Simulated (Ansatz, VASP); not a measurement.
Cu in VASP and in Ansatz

INCAR

```
  PREC = Accurate
  ENCUT = 520
  EDIFF = 1E-6
  ISMEAR = 0
  SIGMA = 0.1
  LREAL = False
  LASPH = True
  NELM = 200
  ALGO = Normal
  ISIF = 2
  LWAVE = False
  LCHARG = False
  ISPIN = 2
  MAGMOM = 1
  LORBIT = 11
  LMAXMIX = 4
  GGA = PS
  NBANDS = 16
  GGA_COMPAT = False
```

KPOINTS

```
regular mesh
0
Gamma
  10 10 6
```

The input POSCAR:

```
Cu
1.0
    3.5427610000      0.0000000000      0.0000000000
    0.0000000000      3.5427610000      0.0000000000
    0.0000000000      0.0000000000      7.0912880000
Cu
1
Direct
    0.0000000000      0.0000000000      0.5000000000
```

Input for Ansatz:

```yaml
crystal:
  lattice:
    - [3.542761, 0.0, 0.0]
    - [0.0, 3.542761, 0.0]
    - [0.0, 0.0, 7.091288]
  atoms:
    - { symbol: Cu, position: [0.0, 0.0, 0.5], spin: 1.0 }
magnetization:
  spin_polarized: true
basis:
  ecutwfc: 420
  fft_grid_basis: typed
kpoints:
  mp_grid: { grid: [10, 10, 6] }
hamiltonian:
  xc: pbesol
  pseudopotentials: { kind: paw }
scf:
  occupations: { method: gaussian, width: 0.1 }
output:
  forces: true
  stress: true
  eigenvalues: true
  bader: true
  write_density: true
  volumetric_format: npy
  populations: true
```

Alike in both runs: task single point; functional PBEsol; k mesh 10 × 10 × 6; occupations gaussian, width 0.1 eV; collinear spin.

|  | VASP | Ansatz |
| --- | --- | --- |
| version | VASP 6.6.1 | Ansatz 0.2.0 |
| potentials or method | VASP PAW PBE potentials, release 64 (Cu), cutoff 520 eV | scalar-relativistic, plane waves, PAW |
| valence electrons in the cell | 11 | 19 |

```csv
,VASP,Ansatz,Ansatz less VASP
gap on the k mesh at the Fermi level (eV),none,none,-
net moment per atom (μB),0.00,0.00,-0.002
```

VASP's potentials were made for PBE, not for PBEsol. A gap of «none» marks a metal or a gap that the smearing closes. The functional is the same, so the differences come from potentials, cutoffs and numerics. VASP's potentials hold 11 valence electrons a cell and Ansatz's 19, so a difference there can come from the potentials and not from the codes. Ansatz's warnings: seeded moment not kept.
